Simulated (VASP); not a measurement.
# BN (P6_3mc) in VASP: notebook, part 2 of 2

VASP 6.6.1. The steps go on from the part before.

### 3 Single point, LDA

This run uses another cell than the first one, of the same volume but with other edges.

Input file INCAR:

```
SYSTEM = BN
  PREC = Accurate
  ENCUT = 600
  EDIFF = 1E-6
  ISMEAR = 0
  SIGMA = 0.05
  LREAL = .FALSE.
  LASPH = .TRUE.
  NELM = 120
  ALGO = Normal
  ISIF = 2
  LWAVE = .FALSE.
  LCHARG = .FALSE.
  GGA = CA
  NBANDS = 16
  GGA_COMPAT = .FALSE.
```

Input file KPOINTS:

```
Automatic mesh
0
G
  12 12 6
  0 0 0
```

Input file POSCAR:

```
BN
1.0
    2.5065473005      0.0000000000      0.0000000000
   -1.2532736503      2.1707336380      0.0000000000
    0.0000000000      0.0000000000      4.2307453964
B N
2 2
Direct
    0.6666666667      0.3333333333      0.9995820596
    0.3333333333      0.6666666667      0.4995820596
    0.6666666667      0.3333333333      0.6254179404
    0.3333333333      0.6666666667      0.1254179404
```

Potentials or basis: VASP PAW LDA potentials, release 64 (B, N).

Run with:

```bash
> cat potpaw_LDA.64/B/POTCAR potpaw_LDA.64/N/POTCAR > POTCAR
> mpirun -np 1 vasp_std > vasp.out
```

OUTCAR:

```text
SYSTEM = BN
   PREC = Accurate
   ENCUT = 600
   EDIFF = 1E-6
   ISMEAR = 0
   LREAL = .FALSE.
   LASPH = .TRUE.
   NELM = 120
   ISIF = 2
   GGA = CA

 ion  position               nearest neighbor table
   1  0.667  0.333  1.000-   4 1.54   4 1.54   4 1.54   3 1.58
   2  0.333  0.667  0.500-   3 1.54   3 1.54   3 1.54   4 1.58
   3  0.667  0.333  0.625-   2 1.54   2 1.54   2 1.54   1 1.58
   4  0.333  0.667  0.125-   1 1.54   1 1.54   1 1.54   2 1.58

  LATTYP: Found a hexagonal cell.
 ALAT       =     2.5065473005
 C/A-ratio  =     1.6878777414

  Lattice vectors:

 A1 = (   2.5065473005,   0.0000000000,   0.0000000000)
 A2 = (  -1.2532736503,   2.1707336380,   0.0000000000)
 A3 = (   0.0000000000,   0.0000000000,   4.2307453964)

Analysis of symmetry for initial positions (statically):
=====================================================================
 Subroutine PRICEL returns:
 Original cell was already a primitive cell.

 Routine SETGRP: Setting up the symmetry group for a
 hexagonal supercell.

 Subroutine GETGRP returns: Found 12 space group operations
 (whereof  6 operations were pure point group operations)
 out of a pool of 24 trial point group operations.

The static configuration has the point symmetry C_3v.
 The point group associated with its full space group is C_6v.

Analysis of symmetry for dynamics (positions and initial velocities):
=====================================================================
 Subroutine PRICEL returns:
 Original cell was already a primitive cell.

 Routine SETGRP: Setting up the symmetry group for a
 hexagonal supercell.

 Subroutine GETGRP returns: Found 12 space group operations
 (whereof  6 operations were pure point group operations)
 out of a pool of 24 trial point group operations.

The dynamic configuration has the point symmetry C_3v.
 The point group associated with its full space group is C_6v.

 Subroutine INISYM returns: Found 12 space group operations
 (whereof  6 operations are pure point group operations),
 and found     1 'primitive' translations

----------------------------------------------------------------------------------------

                                     Primitive cell

  volume of cell :      23.0197

  direct lattice vectors                    reciprocal lattice vectors
     2.506547300  0.000000000  0.000000000     0.398955168  0.230336874  0.000000000
    -1.253273650  2.170733638  0.000000000     0.000000000  0.460673748  0.000000000
     0.000000000  0.000000000  4.230745396     0.000000000  0.000000000  0.236364968

  length of vectors
     2.506547300  2.506547301  4.230745396     0.460673748  0.460673748  0.236364968

  position of ions in fractional coordinates (direct lattice)
     0.666666667  0.333333333  0.999582060
     0.333333333  0.666666667  0.499582060
     0.666666667  0.333333333  0.625417940
     0.333333333  0.666666667  0.125417940

  ion indices of the primitive-cell ions
   primitive index   ion index
                 1           1
                 2           2
                 3           3
                 4           4

[... 26 lines left out ...]
 Following reciprocal coordinates:
            Coordinates               Weight
  0.000000  0.000000  0.000000      1.000000
  0.083333 -0.000000  0.000000      6.000000
  0.166667  0.000000  0.000000      6.000000
  0.250000 -0.000000  0.000000      6.000000
  0.333333  0.000000  0.000000      6.000000
  0.416667 -0.000000  0.000000      6.000000
[... 16 lines left out ...]
  0.250000 -0.000000  0.166667     12.000000
  0.333333  0.000000  0.166667     12.000000
 [... further k-points ...]
   k-points           NKPTS =     76   k-points in BZ     NKDIM =     76   number of bands    NBANDS=     16
   number of dos      NEDOS =    301   number of ions     NIONS =      4
   total plane-waves  NPLWV =  14400
   dimension x,y,z NGX =    20 NGY =   20 NGZ =   36
   dimension x,y,z NGXF=    40 NGYF=   40 NGZF=   72
   ions per type =               2   2
   NGX,Y,Z   is equivalent  to a cutoff of  13.26, 13.26, 14.15 a.u.
   NGXF,Y,Z  is equivalent  to a cutoff of  26.53, 26.53, 28.29 a.u.
 SYSTEM =  BN
   PREC   = accura    normal or accurate (medium, high low for compatibility)
   ISTART =      0    job   : 0-new  1-cont  2-samecut
   ICHARG =      2    charge: 1-file 2-atom 10-const
   ISPIN  =      1    spin polarized calculation?
   LNONCOLLINEAR =      F non collinear calculations
   LSORBIT =      F    spin-orbit coupling
   LASPH  =      T    aspherical Exc in radial PAW
   ENCUT  =  600.0 eV  44.10 Ry    6.64 a.u.   5.01  5.01  8.45*2*pi/ulx,y,z
   NELM   =    120;   NELMIN=  2; NELMDL= -5     # of ELM steps
   EDIFF  = 0.1E-05   stopping-criterion for ELM
   LREAL  =      F    real-space projection
   EDIFFG = 0.1E-04   stopping-criterion for IOM
   NSW    =      0    number of steps for IOM
   IBRION =     -1    ionic relax: 0-MD 1-quasi-New 2-CG
   NFREE  =      0    steps in history (QN), initial steepest desc. (CG)
   ISIF   =      2    stress and relaxation
   ISYM   =      2    0-nonsym 1-usesym 2-fastsym
   POTIM  = 0.5000    time-step for ionic-motion
   TEBEG  =    0.0;   TEEND  =   0.0 temperature during run
   PSTRESS=    0.0 pullay stress
   NELECT =      16.0000    total number of electrons
   NUPDOWN=      -1.0000    fix difference up-down
   EMIN   =  10.00;   EMAX   =-10.00  energy-range for DOS
   EFERMI =   0.00;   METHOD = LEGACY
   ISMEAR =     0;   SIGMA  =   0.05  broadening in eV -4-tet -1-fermi 0-gaus
   EFERMI_NEDOS =   21; number of points for ismear=-14 and -15
   IALGO  =     38    algorithm
   IMIX   =      4    mixing-type and parameters
     AMIX     =   0.40;   BMIX     =  1.00
     AMIX_MAG =   1.60;   BMIX_MAG =  1.00
  volume/ion in A,a.u.               =       5.75        38.84
  Fermi-wavevector in a.u.,A,eV,Ry     =   1.450157  2.740400 28.612447  2.102956
  Thomas-Fermi vector in A             =   2.567801
   LORBIT       =      0    0 simple, 1 ext, 2 COOP (PROOUT), +10 PAW based schemes
   GGA     = CA    functional components
   LHFCALC =     F    Hartree Fock is set to
   AEXX    =    0.0000 exact exchange contribution
   IVDW    =     0    specifies the selected vdW correction
   LEPSILON=     F    determine dielectric tensor
   LRPA    =     F    only Hartree local field effects (RPA)
 non-spin polarized calculation
 Gauss-broadening in eV      SIGMA  =   0.05
  energy-cutoff  :      600.00
  volume of cell :       23.02
 maximum number of plane-waves:       785
 NGX is ok and might be reduce to    20

 number of electron      16.0000000 magnetization

 Free energy of the ion-electron system (eV)
  ---------------------------------------------------
  ext. energy  EPLUGINS =         0.00000000
  ---------------------------------------------------
  free energy    TOTEN  =       -38.74120312 eV

  energy without entropy =      -38.74120312  energy(sigma->0) =      -38.74120312

 E-fermi :   8.1586     XC(G=0): -13.2230

 val. band max:        7.9104680059   @ k =   0.0000   0.0000   0.0000
 cond. band min:      12.7260686440   @ k =   0.3333   0.3333   0.0000
 fundamental gap:      4.8156006382
 Fermi energy:         8.1585946497

 k-point     1 :       0.0000    0.0000    0.0000
  band No.  band energies     occupation
      1     -12.6701      2.00000
      2      -8.5132      2.00000
      3      -3.3657      2.00000
      4       5.8673      2.00000
      5       5.8673      2.00000
      6       7.5149      2.00000
[... 433 lines left out ...]
      3      -1.0747      2.00000
      4       0.3087      2.00000
      5       1.7938      2.00000
      6       3.5829      2.00000
[... 8 lines left out ...]
     15      24.0837      0.00000
     16      24.3801      0.00000

 [... further k-points ...]

------------------------ aborting loop because EDIFF is reached ----------------------------------------

  FORCE on cell =-STRESS in cart. coord.  units (eV):
  Direction    XX          YY          ZZ          XY          YZ          ZX
  --------------------------------------------------------------------------------------
  -------------------------------------------------------------------------------------
  Total        1.0861577      1.0861577     -1.8173962     -0.0000000      0.0000000      0.0000000
  in kB       75.5969283     75.5969283   -126.4913609     -0.0000000      0.0000000      0.0000000
  external PRESSURE =       8.2341652 kB  Pullay stress =       0.0000000 kB

 VOLUME and BASIS-vectors are now :
 -----------------------------------------------------------------------------
  energy-cutoff  :      600.00
  volume of cell :       23.02
      direct lattice vectors                 reciprocal lattice vectors
     2.506547300  0.000000000  0.000000000     0.398955168  0.230336874  0.000000000
    -1.253273650  2.170733638  0.000000000     0.000000000  0.460673748  0.000000000
     0.000000000  0.000000000  4.230745396     0.000000000  0.000000000  0.236364968

 POSITION                                       TOTAL-FORCE (eV/Angst)
 -----------------------------------------------------------------------------------
      1.25327      0.72358      4.22898         0.000000      0.000000     -0.005054
     -0.00000      1.44716      2.11360        -0.000000      0.000000     -0.005054
      1.25327      0.72358      2.64598         0.000000      0.000000      0.005054
     -0.00000      1.44716      0.53061        -0.000000      0.000000      0.005054
 -----------------------------------------------------------------------------------
    total drift:                               -0.000000     -0.000000      0.000853

  FREE ENERGIE OF THE ION-ELECTRON SYSTEM (eV)
  ---------------------------------------------------
  free  energy   TOTEN  =       -38.7412031227 eV

  energy  without entropy=      -38.7412031227  energy(sigma->0) =      -38.74120312
```

OSZICAR:

```text
N       E                     dE             d eps       ncg     rms          rms(c)
DAV:   1     0.416297992535E+02    0.41630E+02   -0.92126E+03  2432   0.110E+03
DAV:   2    -0.387449681103E+02   -0.80375E+02   -0.74972E+02  3488   0.233E+02
DAV:   3    -0.411135987007E+02   -0.23686E+01   -0.23635E+01  2776   0.363E+01
DAV:   4    -0.411183994491E+02   -0.48007E-02   -0.48005E-02  2928   0.202E+00
DAV:   5    -0.411184118207E+02   -0.12372E-04   -0.12372E-04  2744   0.912E-02    0.940E+00
DAV:   6    -0.390352912318E+02    0.20831E+01   -0.25412E+00  2904   0.142E+01    0.431E+00
DAV:   7    -0.388072434500E+02    0.22805E+00   -0.28882E-01  3096   0.427E+00    0.259E+00
DAV:   8    -0.387427479797E+02    0.64495E-01   -0.81670E-02  3008   0.210E+00    0.260E-01
DAV:   9    -0.387412531751E+02    0.14948E-02   -0.27067E-03  2656   0.518E-01    0.147E-01
DAV:  10    -0.387412045028E+02    0.48672E-04   -0.17726E-04  3168   0.116E-01    0.180E-02
DAV:  11    -0.387412033139E+02    0.11889E-05   -0.15271E-05  2816   0.344E-02    0.124E-02
DAV:  12    -0.387412031227E+02    0.19120E-06   -0.14156E-06  1600   0.116E-02
   1 F= -.38741203E+02 E0= -.38741203E+02  d E =-.131712E-14
```

stdout:

```text
POSCAR found type information on POSCAR B N
 POSCAR found :  2 types and       4 ions
 scaLAPACK will be used
 LDA part: xc-table for (Slater(with rela. corr.)+CA(PZ))
 , standard interpolation
 POSCAR, INCAR and KPOINTS ok, starting setup
 FFT: planning ... GRIDC
 FFT: planning ... GRID_SOFT
 FFT: planning ... GRID
 WAVECAR not read
 entering main loop
```

Run time: 38 s. Hardware: 1 thread of Intel Xeon 8259CL, shared host; peak memory 0.14 GiB.

Results:

```yaml
Free_energy: -38.7412 eV
Pressure: 0.8 GPa
Largest_force: 0.005 eV/Å
Band_gap_on_the_k_mesh: 4.82 eV (least direct gap 7.98 eV)
```

Forces on the atoms (eV/Å):
```
B    0.000  0.000 -0.005
B    0.000  0.000 -0.005
N    0.000  0.000  0.005
N    0.000  0.000  0.005
```

Stress tensor (GPa, compression positive):
```
  7.56   0.00   0.00
  0.00   7.56   0.00
  0.00   0.00 -12.65
```

Caveat: the cell differs from its parent crystal (strain +e along x and -e along y +0.0000, strain +e along z and -e/2 along x and y +0.0133). A k mesh can miss the band edges.
